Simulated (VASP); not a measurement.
Here is a VASP 6.6.1 calculation.

Contents of INCAR:

```
SYSTEM = Ca7Tl3I2
PREC = Accurate ; ENCUT = 520
EDIFF = 1E-7 ; ISMEAR = -1
SIGMA = 0.1 ; LREAL = .FALSE.
LASPH = .TRUE. ; NELM = 60
ALGO = Normal ; ISIF = 2
LWAVE = .FALSE. ; LCHARG = .FALSE.
GGA = PE ; NBANDS = 74
KPAR = 2
```

File KPOINTS:

```
Automatic mesh
0
G
  6 6 6
  0 0 0
```

Contents of POSCAR:

```
Ca7Tl3I2
1.0
    5.2821010000      0.0000000000      0.0000000000
    2.6410500000    -13.3455510000      0.0000000000
    0.0000000000      0.0000000000     -5.2605410000
Ca I Tl
7 2 3
Direct
    0.0000000000      0.0000000000      0.0000000000
    0.4000400000      0.1999200000      0.0000000000
    0.5999600000      0.8000800000      0.0000000000
    0.1982000000      0.6036000000      0.0000000000
    0.8018000000      0.3964000000      0.0000000000
    0.0998000000      0.8004000000      0.5000000000
    0.9002000000      0.1996000000      0.5000000000
    0.1027000000      0.7946000000      0.0000000000
    0.8973000000      0.2054000000      0.0000000000
    0.2931700000      0.4136600000      0.5000000000
    0.7068300000      0.5863400000      0.5000000000
    0.5000000000      0.0000000000      0.5000000000
```

Potentials or basis: VASP PAW PBE potentials, release 64 (Ca_sv, I, Tl_d).

Command:

```console
$ cat potpaw_PBE.64/Ca_sv/POTCAR potpaw_PBE.64/I/POTCAR potpaw_PBE.64/Tl_d/POTCAR > POTCAR
$ mpirun -np 2 vasp_std > vasp.out
```

Problem. Predict the band gap on the k mesh.

Solution. Zero (an odd number of electrons rules out a gap without spin polarisation).

Problem. What does it give for the pressure?

Solution. 9.3 GPa.

Problem. Predict the largest force.

Solution. 4.506 eV/Å.

Stress tensor (GPa, compression positive):
```
9.09 0.00 0.00
0.00 9.30 0.00
0.00 0.00 9.53
```

Caveat: the cell stands under pressure; spin-orbit coupling is left out, which moves the levels of the heavy elements; forces of over 1 eV/Å act on the atoms, so gaps and moduli don't describe the material at rest.
